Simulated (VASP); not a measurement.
Set up this calculation in VASP 6.6.1, as the native input.

```yaml
Task: single point
Functional: PBEsol
Potentials_or_basis: VASP PAW PBE potentials, release 64 (O)
Cutoff: 520 eV
k_mesh: 1 × 1 × 1
Occupations: fermi-dirac, width 0.02 eV
Spin: collinear spin, ferromagnetic start
Starting_moments: "[1.0, 1.0] μB"
Dipole_correction: no
Further_INCAR_settings: ALGO = Normal; EDIFF = 1e-06; NBANDS = 17; NELMDL = -8
```

The structure of O2 lies in POSCAR:

```
O
1.0
    9.0000000000      0.0000000000      0.0000000000
    0.0000000000      9.5000000000      0.0000000000
    0.0000000000      0.0000000000     10.0000000000
O
2
Direct
    0.5000000000      0.5000000000      0.4395070486
    0.5000000000      0.5000000000      0.5604929514
```

One way to write it, as run:

INCAR

```
ALGO = Normal
EDIFF = 1E-6
ENCUT = 520
GGA = PS
GGA_COMPAT = F
ISIF = 2
ISMEAR = -1
ISPIN = 2
LASPH = T
LCHARG = T
LELF = T
LORBIT = 11
LREAL = F
LVHAR = T
LWAVE = F
MAGMOM = 1 1
NBANDS = 17
NELM = 200
NELMDL = -8
PREC = Accurate
SIGMA = 0.02
```

KPOINTS

```
k-points
0
Gamma
  1 1 1
```

Potentials or basis: VASP PAW PBE potentials, release 64 (O).

The run is started by

```sh
$ cat potpaw_PBE.64/O/POTCAR > POTCAR
$ mpirun -np 1 vasp_gam > vasp.out
```

Results of the run:

```yaml
Largest_force: 1.394 eV/Å
Gap_between_the_frontier_levels: 2.26 eV
Net_moment: 2.00 μB per cell
Site_moments: O +0.81 μB
Valence_electrons_inside_the_program's_atomic_spheres: O 4.92
```

Caveat: the standard files for N, O and F lose accuracy on very short bonds; the PAW data sets were made with another functional, which shifts forces and pressure a little.

Wall time 2.5 min on 1 thread of Intel(R) Xeon(R) Platinum 8488C (Sapphire Rapids), with other jobs on the host, peak memory 1 GiB.
